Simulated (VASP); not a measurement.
Write the native input for VASP 6.6.1 that does the following.

| Item | Value |
| --- | --- |
| Task | single point |
| Functional | r2SCAN |
| Potentials or basis | VASP PAW PBE potentials, release 64 (Zr_sv) |
| Cutoff | 520 eV |
| k mesh | 13 × 13 × 4 |
| Occupations | fermi-dirac, width 0.1 eV |
| Spin | no spin polarisation |
| Dipole correction | no |
| Further INCAR settings | ALGO = Normal; EDIFF = 1e-07; NBANDS = 32 |

Crystal: Zr.

```
Zr
1.0
     3.32174    0.00000    0.00000
    -1.66087    2.87671    0.00000
     0.00000    0.00000   10.66212
Zr
4
Direct
  0.00000 0.00000 0.00000
  0.00000 0.00000 0.50000
  0.33333 0.66667 0.25000
  0.66667 0.33333 0.75000
```

This cell differs from its parent crystal: volume scaled by 1.08.

One way to write it, as run:

POSCAR

```
Zr
1.0
    3.3217433485      0.0000000000      0.0000000000
   -1.6608716742      2.8767141246      0.0000000000
    0.0000000000      0.0000000000     10.6621230685
Zr
4
Direct
    0.0000000000      0.0000000000      0.0000000000
    0.0000000000      0.0000000000      0.5000000000
    0.3333333333      0.6666666667      0.2500000000
    0.6666666667      0.3333333333      0.7500000000
```

INCAR.step1

```
SYSTEM = Zr
  PREC = Accurate
  ENCUT = 520
  ISMEAR = -1
  SIGMA = 0.1
  LREAL = .FALSE.
  LASPH = .TRUE.
  NELM = 80
  NBANDS = 32
  GGA = PE
  ALGO = Normal
  EDIFF = 1E-4
  LWAVE = .TRUE.
  LCHARG = .FALSE.
```

INCAR.step2

```
SYSTEM = Zr
  PREC = Accurate
  ENCUT = 520
  EDIFF = 1E-7
  ISMEAR = -1
  SIGMA = 0.1
  LREAL = .FALSE.
  LASPH = .TRUE.
  NELM = 80
  ALGO = Normal
  ISIF = 2
  LWAVE = .FALSE.
  LCHARG = .TRUE.
  METAGGA = R2SCAN
  LMIXTAU = .TRUE.
  LELF = .TRUE.
  LVHAR = .TRUE.
  NBANDS = 32
  ISTART = 1
```

KPOINTS

```
regular mesh
0
G
  13 13 4
  0 0 0
```

Potentials or basis: VASP PAW PBE potentials, release 64 (Zr_sv).

The run is started by

```bash
$ cat potpaw_PBE.64/Zr_sv/POTCAR > POTCAR
$ cp INCAR.step1 INCAR
$ mpirun -np 1 vasp_std > vasp.out
$ cp INCAR.step2 INCAR
$ mpirun -np 1 vasp_std > vasp.out
```

It gave:

The pressure is -6.2 GPa and the band gap on the k mesh is zero (band 24 reaches 8.89 eV, above the bottom of band 25 at 7.46 eV).

Caveat: the PAW data sets were made with another functional, which shifts forces and pressure a little.

It took 11 min on 1 thread of Intel(R) Xeon(R) Platinum 8488C (Sapphire Rapids), with other jobs on the host, peak memory 0.34 GiB.
